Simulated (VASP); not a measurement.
# Si (Cmm2) in VASP: further runs

Runs on Si. Level: PBE. Tasks: single point.

All numbers are computed with VASP 6.6.1; they aren't measurements. Logs are shortened: lines on timing, memory, paths and dates and some standing lists are left out, and cuts for length are marked.

## Step 1: The cell of the first run

The structure is orthorhombic, space group Cmm2 (No. 35). Conventional cell: a = 7.735 Å, b = 7.735 Å, c = 5.470 Å, α = 90.00°, β = 90.00°, γ = 90.00°. Within 2.9 Å of Si (site symmetry mm2) lie 4 Si at 2.22 to 2.54 Å. Within 3.1 Å of Si (site symmetry 2) lie 4 Si at 2.37 Å. Within 3.1 Å of Si (site symmetry mm2) lie 4 Si at 2.37 Å. Within 2.9 Å of Si (site symmetry m) lie 4 Si at 2.22 to 2.37 Å. Within 3.1 Å of Si (site symmetry m) lie 4 Si at 2.37 to 2.54 Å.

## Step 2: Single point, PBE (atom 1 (Si) moved +0.281 Å along Cartesian [0 1 0])

Contents of INCAR:

```
PREC = Accurate
ENCUT = 520
EDIFF = 1E-6
ISMEAR = 0
SIGMA = 0.05
LREAL = F
LASPH = T
NELM = 60
ALGO = Normal
ISIF = 2
LWAVE = F
LCHARG = F
GGA = PE
NBANDS = 26
```

Contents of KPOINTS:

```
regular mesh
0
Gamma
  6 6 6
```

Contents of POSCAR:

```
Si
1.0
    5.4697623842      0.0000000000      0.0000000000
    0.0000000000     -5.4697623842      0.0000000000
    0.0000000000      0.0000000000     -5.4697623842
Si
8
Direct
    0.5000000000     -0.0514281938      0.0000000000
    0.0000000000      0.5000000000      0.0000000000
    0.0000000000      0.0000000000      0.5000000000
    0.5000000000      0.5000000000      0.5000000000
    0.7500000000      0.7500000000      0.7500000000
    0.2500000000      0.2500000000      0.7500000000
    0.2500000000      0.7500000000      0.2500000000
    0.7500000000      0.2500000000      0.2500000000
```

Potentials or basis: VASP PAW PBE potentials, release 64 (Si).

The run is started by

```console
> cat potpaw_PBE.64/Si/POTCAR > POTCAR
> mpirun -np 1 vasp_std > vasp.out
```

OUTCAR:

```text
PREC = Accurate
   ENCUT = 520
   EDIFF = 1E-6
   ISMEAR = 0
   LREAL = F
   LASPH = T
   NELM = 60
   ISIF = 2
   GGA = PE

 ion  position               nearest neighbor table
   1  0.500  0.949  0.000-   5 2.22   7 2.22   6 2.54   8 2.54
   2  0.000  0.500  0.000-   5 2.37   6 2.37   7 2.37   8 2.37
   3  0.000  0.000  0.500-   5 2.37   6 2.37   7 2.37   8 2.37
   4  0.500  0.500  0.500-   5 2.37   6 2.37   7 2.37   8 2.37
   5  0.750  0.750  0.750-   1 2.22   2 2.37   3 2.37   4 2.37
   6  0.250  0.250  0.750-   2 2.37   3 2.37   4 2.37   1 2.54
   7  0.250  0.750  0.250-   1 2.22   2 2.37   3 2.37   4 2.37
   8  0.750  0.250  0.250-   2 2.37   3 2.37   4 2.37   1 2.54

  LATTYP: Found a simple cubic cell.
 ALAT       =     5.4697623842

  Lattice vectors:

 A1 = (   5.4697623842,   0.0000000000,   0.0000000000)
 A2 = (   0.0000000000,  -5.4697623842,   0.0000000000)
 A3 = (   0.0000000000,   0.0000000000,  -5.4697623842)

Analysis of symmetry for initial positions (statically):
=====================================================================
 Subroutine PRICEL returns:
 Original cell was already a primitive cell.

 Routine SETGRP: Setting up the symmetry group for a
 simple cubic supercell.

 Subroutine GETGRP returns: Found  4 space group operations
 (whereof  2 operations were pure point group operations)
 out of a pool of 48 trial point group operations.

The static configuration has the point symmetry C_2 .
 The point group associated with its full space group is C_2v.

Analysis of symmetry for dynamics (positions and initial velocities):
=====================================================================
 Subroutine PRICEL returns:
 Original cell was already a primitive cell.

 Routine SETGRP: Setting up the symmetry group for a
 simple cubic supercell.

 Subroutine GETGRP returns: Found  4 space group operations
 (whereof  2 operations were pure point group operations)
 out of a pool of 48 trial point group operations.

The dynamic configuration has the point symmetry C_2 .
 The point group associated with its full space group is C_2v.

 Subroutine INISYM returns: Found  4 space group operations
 (whereof  2 operations are pure point group operations),
 and found     1 'primitive' translations

----------------------------------------------------------------------------------------

                                     Primitive cell

  volume of cell :     163.6460

  direct lattice vectors                    reciprocal lattice vectors
     5.469762384  0.000000000  0.000000000     0.182823298  0.000000000  0.000000000
     0.000000000 -5.469762384  0.000000000     0.000000000 -0.182823298  0.000000000
     0.000000000  0.000000000 -5.469762384     0.000000000  0.000000000 -0.182823298

  length of vectors
     5.469762384  5.469762384  5.469762384     0.182823298  0.182823298  0.182823298

  position of ions in fractional coordinates (direct lattice)
     0.500000000  0.948571806  0.000000000
     0.000000000  0.500000000  0.000000000
     0.000000000  0.000000000  0.500000000
     0.500000000  0.500000000  0.500000000
     0.750000000  0.750000000  0.750000000
     0.250000000  0.250000000  0.750000000
     0.250000000  0.750000000  0.250000000
     0.750000000  0.250000000  0.250000000

  ion indices of the primitive-cell ions
   primitive index   ion index
                 1           1
                 2           2
                 3           3
                 4           4
                 5           5
                 6           6
                 7           7
                 8           8

----------------------------------------------------------------------------------------

 KPOINTS: regular mesh

Automatic generation of k-mesh.
 Grid dimensions read from file:
 generate k-points for:    6    6    6

 Generating k-lattice:

  Cartesian coordinates                     Fractional coordinates (reciprocal lattice)
     0.030470550  0.000000000  0.000000000     0.166666667  0.000000000  0.000000000
     0.000000000 -0.030470550  0.000000000     0.000000000  0.166666667  0.000000000
     0.000000000  0.000000000 -0.030470550     0.000000000  0.000000000  0.166666667

  Length of vectors
     0.030470550  0.030470550  0.030470550

  Shift w.r.t. Gamma in fractional coordinates (k-lattice)
     0.000000000  0.000000000  0.000000000

 Subroutine IBZKPT returns following result:
 ===========================================

 Found     52 irreducible k-points:

 Following reciprocal coordinates:
            Coordinates               Weight
  0.000000  0.000000  0.000000      1.000000
  0.166667  0.000000  0.000000      4.000000
  0.000000  0.166667  0.000000      2.000000
  0.333333  0.000000  0.000000      4.000000
  0.000000  0.333333  0.000000      2.000000
  0.500000  0.000000  0.000000      2.000000
[... 16 lines left out ...]
  0.333333  0.000000  0.500000      4.000000
  0.500000  0.500000  0.000000      2.000000
 [... further k-points ...]
   k-points           NKPTS =     52   k-points in BZ     NKDIM =     52   number of bands    NBANDS=     26
   number of dos      NEDOS =    301   number of ions     NIONS =      8
   total plane-waves  NPLWV =  74088
   dimension x,y,z NGX =    42 NGY =   42 NGZ =   42
   dimension x,y,z NGXF=    84 NGYF=   84 NGZF=   84
   ions per type =               8
   NGX,Y,Z   is equivalent  to a cutoff of  12.77, 12.77, 12.77 a.u.
   NGXF,Y,Z  is equivalent  to a cutoff of  25.53, 25.53, 25.53 a.u.
 SYSTEM =  unknown system
   PREC   = accura    normal or accurate (medium, high low for compatibility)
   ISTART =      0    job   : 0-new  1-cont  2-samecut
   ICHARG =      2    charge: 1-file 2-atom 10-const
   ISPIN  =      1    spin polarized calculation?
   LNONCOLLINEAR =      F non collinear calculations
   LSORBIT =      F    spin-orbit coupling
   LASPH  =      T    aspherical Exc in radial PAW
   ENCUT  =  520.0 eV  38.22 Ry    6.18 a.u.  10.17 10.17 10.17*2*pi/ulx,y,z
   NELM   =     60;   NELMIN=  2; NELMDL= -5     # of ELM steps
   EDIFF  = 0.1E-05   stopping-criterion for ELM
   LREAL  =      F    real-space projection
   EDIFFG = 0.1E-04   stopping-criterion for IOM
   NSW    =      0    number of steps for IOM
   IBRION =     -1    ionic relax: 0-MD 1-quasi-New 2-CG
   NFREE  =      0    steps in history (QN), initial steepest desc. (CG)
   ISIF   =      2    stress and relaxation
   ISYM   =      2    0-nonsym 1-usesym 2-fastsym
   POTIM  = 0.5000    time-step for ionic-motion
   TEBEG  =    0.0;   TEEND  =   0.0 temperature during run
   PSTRESS=    0.0 pullay stress
   NELECT =      32.0000    total number of electrons
   NUPDOWN=      -1.0000    fix difference up-down
   EMIN   =  10.00;   EMAX   =-10.00  energy-range for DOS
   EFERMI =   0.00;   METHOD = LEGACY
   ISMEAR =     0;   SIGMA  =   0.05  broadening in eV -4-tet -1-fermi 0-gaus
   EFERMI_NEDOS =   21; number of points for ismear=-14 and -15
   IALGO  =     38    algorithm
   IMIX   =      4    mixing-type and parameters
     AMIX     =   0.40;   BMIX     =  1.00
     AMIX_MAG =   1.60;   BMIX_MAG =  1.00
  volume/ion in A,a.u.               =      20.46       138.04
  Fermi-wavevector in a.u.,A,eV,Ry     =   0.950218  1.795651 12.284882  0.902913
  Thomas-Fermi vector in A             =   2.078574
   LORBIT       =      0    0 simple, 1 ext, 2 COOP (PROOUT), +10 PAW based schemes
   GGA     = PE    functional components
   LHFCALC =     F    Hartree Fock is set to
   AEXX    =    0.0000 exact exchange contribution
   IVDW    =     0    specifies the selected vdW correction
   LEPSILON=     F    determine dielectric tensor
   LRPA    =     F    only Hartree local field effects (RPA)
 non-spin polarized calculation
 Gauss-broadening in eV      SIGMA  =   0.05
  energy-cutoff  :      520.00
  volume of cell :      163.65
 maximum number of plane-waves:      4436
 NGX is ok and might be reduce to    42
   NGX = 21   NGY = 21   NGZ = 21

 number of electron      31.9999994 magnetization

 Free energy of the ion-electron system (eV)
  ---------------------------------------------------
  ext. energy  EPLUGINS =         0.00000000
  ---------------------------------------------------
  free energy    TOTEN  =       -42.89439639 eV

  energy without entropy =      -42.89439528  energy(sigma->0) =      -42.89439583

 E-fermi :   5.9871     XC(G=0):  -9.3276

 val. band max:        5.8699764705   @ k =   0.0000   0.0000   0.0000
 cond. band min:       6.1060152044   @ k =   0.0000   0.0000   0.0000
 fundamental gap:      0.2360387339
 Fermi energy:         5.9871220816

 k-point     1 :       0.0000    0.0000    0.0000
  band No.  band energies     occupation
      1      -6.2452      2.00000
      2      -2.5759      2.00000
      3      -2.3922      2.00000
      4      -2.1523      2.00000
      5      -2.1475      2.00000
      6      -1.9533      2.00000
[... 18 lines left out ...]
     25       8.3817      0.00000
     26       8.6932      0.00000

 k-point     2 :       0.1667    0.0000    0.0000
  band No.  band energies     occupation
      1      -6.1265      2.00000
      2      -3.4027      2.00000
      3      -2.4280      2.00000
      4      -2.1437      2.00000
      5      -2.1154      2.00000
      6      -1.7536      2.00000
[... 18 lines left out ...]
     25       8.8100      0.00000
     26       9.3496      0.00000

 k-point     3 :       0.0000    0.1667    0.0000
  band No.  band energies     occupation
      1      -6.1300      2.00000
      2      -3.3805      2.00000
      3      -2.3623      2.00000
      4      -2.1441      2.00000
      5      -2.1117      2.00000
      6      -1.9116      2.00000
[... 572 lines left out ...]
 k-point    23 :       0.3333    0.0000    0.5000
  band No.  band energies     occupation
      1      -4.8105      2.00000
      2      -4.7277      2.00000
      3      -3.6272      2.00000
      4      -3.4728      2.00000
      5      -0.7686      2.00000
      6      -0.3432      2.00000
[... 18 lines left out ...]
     25      10.2599      0.00000
     26      10.4434      0.00000

 k-point    24 :       0.5000    0.5000    0.0000
  band No.  band energies     occupation
      1      -4.5758      2.00000
      2      -4.3222      2.00000
      3      -4.1188      2.00000
      4      -3.8921      2.00000
      5      -0.0664      2.00000
      6      -0.0386      2.00000
[... 18 lines left out ...]
     25      10.5454      0.00000
     26      10.5963      0.00000

 [... further k-points ...]
[... 5 lines left out ...]
  --------------------------------------------------------------------------------------
  -------------------------------------------------------------------------------------
  Total        1.1475073     -0.2357588      1.1475073      0.0000000      0.0000000      2.6893328
  in kB       11.2346789     -2.3081980     11.2346789      0.0000000      0.0000000     26.3299330
  external PRESSURE =       6.7203866 kB  Pullay stress =       0.0000000 kB

 VOLUME and BASIS-vectors are now :
 -----------------------------------------------------------------------------
  energy-cutoff  :      520.00
  volume of cell :      163.65
      direct lattice vectors                 reciprocal lattice vectors
     5.469762384  0.000000000  0.000000000     0.182823298  0.000000000  0.000000000
     0.000000000 -5.469762384  0.000000000     0.000000000 -0.182823298  0.000000000
     0.000000000  0.000000000 -5.469762384     0.000000000  0.000000000 -0.182823298

 POSITION                                       TOTAL-FORCE (eV/Angst)
 -----------------------------------------------------------------------------------
      2.73488     -5.18846      0.00000        -0.000000     -3.488601      0.000000
      0.00000     -2.73488      0.00000        -0.000000      0.244160      0.000000
      0.00000      0.00000     -2.73488        -0.000000     -0.458436      0.000000
      2.73488     -2.73488     -2.73488        -0.000000      0.244160      0.000000
      4.10232     -4.10232     -4.10232         0.876065      0.974231      0.876065
      1.36744     -1.36744     -4.10232         0.440203      0.755128     -0.440203
      1.36744     -4.10232     -1.36744        -0.876065      0.974231     -0.876065
      4.10232     -1.36744     -1.36744        -0.440203      0.755128      0.440203
 -----------------------------------------------------------------------------------
    total drift:                                0.000000      0.000032      0.000000

  FREE ENERGIE OF THE ION-ELECTRON SYSTEM (eV)
  ---------------------------------------------------
  free  energy   TOTEN  =       -42.8943963886 eV

  energy  without entropy=      -42.8943952799  energy(sigma->0) =      -42.89439583
```

Wall time 2.6 min (1 thread of Intel Xeon Platinum 8488C (Sapphire Rapids), shared host); peak memory 0.33 GiB.

Results:

| Property | Result |
| --- | --- |
| Free energy | -42.8944 eV |
| Pressure | 0.7 GPa |
| Largest force | 3.489 eV/Å |
| Band gap on the k mesh | 0.24 eV |

Forces on the atoms (eV/Å):
```
Si   0.000 -3.489  0.000
Si   0.000  0.244  0.000
Si   0.000 -0.458  0.000
Si   0.000  0.244  0.000
Si   0.876  0.974  0.876
Si   0.440  0.755 -0.440
Si  -0.876  0.974 -0.876
Si  -0.440  0.755  0.440
```

Levels at points of the mesh, in eV from the valence-band top:
```
           k point  band 12  band 13  band 14  band 15  band 16  band 17  band 18  band 19  band 20  band 21
(0.00, 0.00, 0.00)    -3.03    -2.87    -0.56    -0.29     0.00     0.24     0.28     0.49     0.51     0.67
(0.50, 0.00, 0.00)    -3.65    -2.12    -2.11    -2.01    -1.97     0.85     0.85     2.74     2.75     3.67
(0.00, 0.50, 0.00)    -3.62    -2.56    -2.27    -1.99    -1.70     0.70     0.95     2.80     3.03     3.72
(0.50, 0.50, 0.00)    -3.81    -1.73    -1.59    -1.47    -1.32     2.00     2.06     2.17     2.21     4.18
(0.50, 0.00, 0.50)    -3.79    -2.03    -1.64    -1.52    -1.14     1.77     2.12     2.17     2.55     4.12
(0.50, 0.50, 0.50)    -1.47    -1.43    -1.39    -1.23    -0.88     1.09     1.12     1.19     1.26     2.69
```

Caveat: the cell differs from its parent crystal (atom 1 (Si) moved +0.281 Å along Cartesian [0 1 0]); semilocal functionals underestimate gaps, and a narrow one can read as zero; forces of over 1 eV/Å act on the atoms, so gaps and moduli don't describe the material at rest. A k mesh can miss the band edges.

(Part 1 of 2 ends here.)
